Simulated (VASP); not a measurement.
# BeZn4O (P-6m2) in VASP: further runs

The runs below take BeZn4O through single point, with PBE.

Everything below comes from runs of VASP 6.6.1. Logs are shortened: lines on timing, memory, paths and dates and some standing lists are left out, and cuts for length are marked.

## 1. The cell of the first run

It takes space group P-6m2 (No. 187, hexagonal). The conventional cell has a = 5.467 Å, b = 5.467 Å, c = 3.357 Å, α = 90.00°, β = 90.00°, γ = 120.00°. Be (site symmetry -6m2) has 6 Zn at 2.32 Å within 3.1 Å. Zn (site symmetry mm2) has 2 O at 2.29 Å and 2 Be at 2.32 Å and 6 Zn at 2.70 to 2.76 Å within 3.0 Å. Zn (site symmetry -6m2) has 8 Zn at 2.73 to 3.36 Å and 6 Be at 3.57 Å and 6 O at 3.57 Å within 3.6 Å. O (site symmetry -6m2) has 6 Zn at 2.29 Å within 3.0 Å.

## 2. Single point, PBE

The input, INCAR:

```
PREC = Accurate
ENCUT = 600
EDIFF = 1E-6
ISMEAR = 0
SIGMA = 0.2
LREAL = False
LASPH = True
NELM = 120
ALGO = Normal
ISIF = 2
LWAVE = False
LCHARG = True
GGA = PE
LELF = True
LVHAR = True
NBANDS = 37
GGA_COMPAT = False
```

The input, KPOINTS:

```
Automatic mesh
0
Gamma
  4 4 3
```

The input, POSCAR:

```
BeZn4O
1.0
    5.4665282671     -0.0000000037      0.0000000000
   -2.7332641303      4.7341523516      0.0000000000
    0.0000000000      0.0000000000      3.3570567426
Be Zn O
1 4 1
Direct
    0.3333333333      0.6666666667      0.0000000000
    0.5017919490      0.4982080510      0.5000000000
    0.5017919490      0.0035838980      0.5000000000
    0.9964161020      0.4982080510      0.5000000000
    0.0000000000      0.0000000000      0.5000000000
    0.6666666667      0.3333333333      0.0000000000
```

Potentials or basis: VASP PAW PBE potentials, release 64 (Be, Zn, O).

The run is started by

```
> cat potpaw_PBE.64/Be/POTCAR potpaw_PBE.64/Zn/POTCAR potpaw_PBE.64/O/POTCAR > POTCAR
> mpirun -np 1 vasp_std > vasp.out
```

OUTCAR:

```text
PREC = Accurate
   ENCUT = 600
   EDIFF = 1E-6
   ISMEAR = 0
   LREAL = False
   LASPH = True
   NELM = 120
   ISIF = 2
   GGA = PE

 ion  position               nearest neighbor table
   1  0.333  0.667  0.000-   3 2.32   3 2.32   4 2.32   4 2.32   2 2.32   2 2.32
   2  0.502  0.498  0.500-   6 2.29   6 2.29   1 2.32   1 2.32   3 2.70   4 2.70   5 2.73   5 2.73
                             3 2.76   4 2.76
   3  0.502  0.004  0.500-   6 2.29   6 2.29   1 2.32   1 2.32   2 2.70   4 2.70   5 2.73   5 2.73
                             2 2.76   4 2.76
   4  0.996  0.498  0.500-   6 2.29   6 2.29   1 2.32   1 2.32   3 2.70   2 2.70   5 2.73   5 2.73
                             3 2.76   2 2.76
   5  0.000  0.000  0.500-   4 2.73   4 2.73   2 2.73   2 2.73   3 2.73   3 2.73
   6  0.667  0.333  0.000-   3 2.29   3 2.29   4 2.29   4 2.29   2 2.29   2 2.29

  LATTYP: Found a hexagonal cell.
 ALAT       =     5.4665282671
 C/A-ratio  =     0.6141112930

  Lattice vectors:

 A1 = (   5.4665282671,  -0.0000000037,   0.0000000000)
 A2 = (  -2.7332641303,   4.7341523516,   0.0000000000)
 A3 = (   0.0000000000,   0.0000000000,   3.3570567426)

Analysis of symmetry for initial positions (statically):
=====================================================================
 Subroutine PRICEL returns:
 Original cell was already a primitive cell.

 Routine SETGRP: Setting up the symmetry group for a
 hexagonal supercell.

 Subroutine GETGRP returns: Found 12 space group operations
 (whereof 12 operations were pure point group operations)
 out of a pool of 24 trial point group operations.

The static configuration has the point symmetry D_3h.

Analysis of symmetry for dynamics (positions and initial velocities):
=====================================================================
 Subroutine PRICEL returns:
 Original cell was already a primitive cell.

 Routine SETGRP: Setting up the symmetry group for a
 hexagonal supercell.

 Subroutine GETGRP returns: Found 12 space group operations
 (whereof 12 operations were pure point group operations)
 out of a pool of 24 trial point group operations.

The dynamic configuration has the point symmetry D_3h.

 Subroutine INISYM returns: Found 12 space group operations
 (whereof 12 operations are pure point group operations),
 and found     1 'primitive' translations

----------------------------------------------------------------------------------------

                                     Primitive cell

  volume of cell :      86.8785

  direct lattice vectors                    reciprocal lattice vectors
     5.466528267 -0.000000004  0.000000000     0.182931461  0.105615528  0.000000000
    -2.733264130  4.734152352  0.000000000     0.000000000  0.211231056  0.000000000
     0.000000000  0.000000000  3.357056743     0.000000000  0.000000000  0.297879981

  length of vectors
     5.466528267  5.466528267  3.357056743     0.211231056  0.211231056  0.297879981

  position of ions in fractional coordinates (direct lattice)
     0.333333333  0.666666667  0.000000000
     0.501791949  0.498208051  0.500000000
     0.501791949  0.003583898  0.500000000
     0.996416102  0.498208051  0.500000000
     0.000000000  0.000000000  0.500000000
     0.666666667  0.333333333  0.000000000

  ion indices of the primitive-cell ions
   primitive index   ion index
                 1           1
                 2           2
                 3           3
                 4           4
                 5           5
                 6           6

----------------------------------------------------------------------------------------

 KPOINTS: Automatic mesh

Automatic generation of k-mesh.
 Grid dimensions read from file:
 generate k-points for:    4    4    3

 Generating k-lattice:

  Cartesian coordinates                     Fractional coordinates (reciprocal lattice)
     0.045732865  0.026403882  0.000000000     0.250000000 -0.000000000  0.000000000
     0.000000000  0.052807764  0.000000000     0.000000000  0.250000000  0.000000000
     0.000000000  0.000000000  0.099293327     0.000000000  0.000000000  0.333333333

  Length of vectors
     0.052807764  0.052807764  0.099293327

  Shift w.r.t. Gamma in fractional coordinates (k-lattice)
     0.000000000  0.000000000  0.000000000

 Subroutine IBZKPT returns following result:
 ===========================================

 Found      8 irreducible k-points:

 Following reciprocal coordinates:
            Coordinates               Weight
  0.000000  0.000000  0.000000      1.000000
  0.250000  0.000000  0.000000      6.000000
  0.500000  0.000000  0.000000      3.000000
  0.250000  0.250000  0.000000      6.000000
  0.000000  0.000000  0.333333      2.000000
  0.250000  0.000000  0.333333     12.000000
  0.500000  0.000000  0.333333      6.000000
  0.250000  0.250000  0.333333     12.000000
   k-points           NKPTS =      8   k-points in BZ     NKDIM =      8   number of bands    NBANDS=     37
   number of dos      NEDOS =    301   number of ions     NIONS =      6
   total plane-waves  NPLWV =  64512
   dimension x,y,z NGX =    48 NGY =   48 NGZ =   28
   dimension x,y,z NGXF=    96 NGYF=   96 NGZF=   56
   ions per type =               1   4   1
   NGX,Y,Z   is equivalent  to a cutoff of  14.60, 14.60, 13.87 a.u.
   NGXF,Y,Z  is equivalent  to a cutoff of  29.20, 29.20, 27.73 a.u.
 SYSTEM =  unknown system
   PREC   = accura    normal or accurate (medium, high low for compatibility)
   ISTART =      0    job   : 0-new  1-cont  2-samecut
   ICHARG =      2    charge: 1-file 2-atom 10-const
   ISPIN  =      1    spin polarized calculation?
   LNONCOLLINEAR =      F non collinear calculations
   LSORBIT =      F    spin-orbit coupling
   LASPH  =      T    aspherical Exc in radial PAW
   ENCUT  =  600.0 eV  44.10 Ry    6.64 a.u.  10.92 10.92  6.70*2*pi/ulx,y,z
   NELM   =    120;   NELMIN=  2; NELMDL= -5     # of ELM steps
   EDIFF  = 0.1E-05   stopping-criterion for ELM
   LREAL  =      F    real-space projection
   EDIFFG = 0.1E-04   stopping-criterion for IOM
   NSW    =      0    number of steps for IOM
   IBRION =     -1    ionic relax: 0-MD 1-quasi-New 2-CG
   NFREE  =      0    steps in history (QN), initial steepest desc. (CG)
   ISIF   =      2    stress and relaxation
   ISYM   =      2    0-nonsym 1-usesym 2-fastsym
   POTIM  = 0.5000    time-step for ionic-motion
   TEBEG  =    0.0;   TEEND  =   0.0 temperature during run
   PSTRESS=    0.0 pullay stress
   NELECT =      56.0000    total number of electrons
   NUPDOWN=      -1.0000    fix difference up-down
   EMIN   =  10.00;   EMAX   =-10.00  energy-range for DOS
   EFERMI =   0.00;   METHOD = LEGACY
   ISMEAR =     0;   SIGMA  =   0.20  broadening in eV -4-tet -1-fermi 0-gaus
   EFERMI_NEDOS =   21; number of points for ismear=-14 and -15
   IALGO  =     38    algorithm
   IMIX   =      4    mixing-type and parameters
     AMIX     =   0.40;   BMIX     =  1.00
     AMIX_MAG =   1.60;   BMIX_MAG =  1.00
  volume/ion in A,a.u.               =      14.48        97.71
  Fermi-wavevector in a.u.,A,eV,Ry     =   1.414165  2.672384 27.209773  1.999862
  Thomas-Fermi vector in A             =   2.535735
   LORBIT       =      0    0 simple, 1 ext, 2 COOP (PROOUT), +10 PAW based schemes
   GGA     = PE    functional components
   LHFCALC =     F    Hartree Fock is set to
   AEXX    =    0.0000 exact exchange contribution
   IVDW    =     0    specifies the selected vdW correction
   LEPSILON=     F    determine dielectric tensor
   LRPA    =     F    only Hartree local field effects (RPA)
 non-spin polarized calculation
 Gauss-broadening in eV      SIGMA  =   0.20
  energy-cutoff  :      600.00
  volume of cell :       86.88
 maximum number of plane-waves:      2912
 NGX is ok and might be reduce to    48
   NGX = 21   NGY = 21   NGZ = 13

 number of electron      55.9999992 magnetization

 Free energy of the ion-electron system (eV)
  ---------------------------------------------------
  ext. energy  EPLUGINS =         0.00000000
  ---------------------------------------------------
  free energy    TOTEN  =       -12.60864999 eV

  energy without entropy =      -12.58207031  energy(sigma->0) =      -12.59536015

 E-fermi :   2.6147     XC(G=0): -10.7060

 val. band max:        2.5883184122   @ k =   0.5000   0.0000   0.3333
 cond. band min:       2.7636529385   @ k =   0.2500   0.2500   0.0000
 fundamental gap:      0.1753345262
 Fermi energy:         2.6146633791

 k-point     1 :       0.0000    0.0000    0.0000
  band No.  band energies     occupation
      1     -15.7936      2.00000
      2      -6.0846      2.00000
      3      -5.5187      2.00000
      4      -5.5187      2.00000
      5      -5.5086      2.00000
      6      -5.4792      2.00000
[... 29 lines left out ...]
     36      11.3396      0.00000
     37      12.0081      0.00000

 k-point     2 :       0.2500    0.0000    0.0000
  band No.  band energies     occupation
      1     -15.7865      2.00000
      2      -5.9740      2.00000
      3      -5.4354      2.00000
      4      -5.3994      2.00000
      5      -5.3721      2.00000
      6      -5.3606      2.00000
[... 29 lines left out ...]
     36      10.3402      0.00000
     37      11.7929      0.00000

 k-point     3 :       0.5000    0.0000    0.0000
  band No.  band energies     occupation
      1     -15.7795      2.00000
      2      -5.8729      2.00000
      3      -5.2809      2.00000
      4      -5.2529      2.00000
      5      -5.1706      2.00000
      6      -5.1089      2.00000
[... 29 lines left out ...]
     36      10.4707      0.00000
     37      10.7876      0.00000
[... 121 lines left out ...]
 k-point     7 :       0.5000    0.0000    0.3333
  band No.  band energies     occupation
      1     -15.5796      2.00000
      2      -5.7877      2.00000
      3      -5.2392      2.00000
      4      -5.2161      2.00000
      5      -5.1632      2.00000
      6      -5.0869      2.00000
[... 29 lines left out ...]
     36       8.8132      0.00000
     37      10.8503      0.00000

 k-point     8 :       0.2500    0.2500    0.3333
  band No.  band energies     occupation
      1     -15.5796      2.00000
      2      -5.7799      2.00000
      3      -5.2369      2.00000
      4      -5.2177      2.00000
      5      -5.1422      2.00000
      6      -5.1152      2.00000
[... 29 lines left out ...]
     36       9.9213      0.00000
     37      11.4019      0.00000

------------------------ aborting loop because EDIFF is reached ----------------------------------------

  FORCE on cell =-STRESS in cart. coord.  units (eV):
  Direction    XX          YY          ZZ          XY          YZ          ZX
  --------------------------------------------------------------------------------------
  -------------------------------------------------------------------------------------
  Total        0.1933532      0.1933532      0.0209906      0.0000000     -0.0000000      0.0000000
  in kB        3.5657373      3.5657373      0.3870994      0.0000000     -0.0000000      0.0000000
  external PRESSURE =       2.5061913 kB  Pullay stress =       0.0000000 kB

 VOLUME and BASIS-vectors are now :
 -----------------------------------------------------------------------------
  energy-cutoff  :      600.00
  volume of cell :       86.88
      direct lattice vectors                 reciprocal lattice vectors
     5.466528267 -0.000000004  0.000000000     0.182931461  0.105615528  0.000000000
    -2.733264130  4.734152352  0.000000000     0.000000000  0.211231056  0.000000000
     0.000000000  0.000000000  3.357056743     0.000000000  0.000000000  0.297879981

 POSITION                                       TOTAL-FORCE (eV/Angst)
 -----------------------------------------------------------------------------------
      0.00000      3.15610      0.00000        -0.000000      0.000000      0.000000
      1.38133      2.35859      1.67853        -0.011510      0.006645     -0.000000
      2.73326      0.01697      1.67853        -0.000000     -0.013291      0.000000
      4.08520      2.35859      1.67853         0.011510      0.006645     -0.000000
      0.00000      0.00000      1.67853         0.000000      0.000000      0.000000
      2.73326      1.57805      0.00000        -0.000000      0.000000      0.000000
 -----------------------------------------------------------------------------------
    total drift:                                0.000001     -0.000000      0.000000

  FREE ENERGIE OF THE ION-ELECTRON SYSTEM (eV)
  ---------------------------------------------------
  free  energy   TOTEN  =       -12.6086499870 eV

  energy  without entropy=      -12.5820703067  energy(sigma->0) =      -12.59536015
```

It took 27 s on 1 thread of AMD EPYC 9R45 (Zen 5), shared host; peak memory 0.21 GiB.

What came out:

```
Free energy            : -12.6086 eV
Pressure               : 0.3 GPa
Largest force          : 0.013 eV/Å
Band gap on the k mesh : zero (band 28 reaches 2.76 eV, above the bottom of band 29 at 2.02 eV)
```

Forces in eV/Å, atoms in the order of the input:
```
Be   0.000  0.000  0.000
Zn  -0.012  0.007  0.000
Zn   0.000 -0.013  0.000
Zn   0.012  0.007  0.000
Zn   0.000  0.000  0.000
O    0.000  0.000  0.000
```

Caveat: the k points lie up to 0.62 Å⁻¹ apart.

(Part 1 of 2 ends here.)
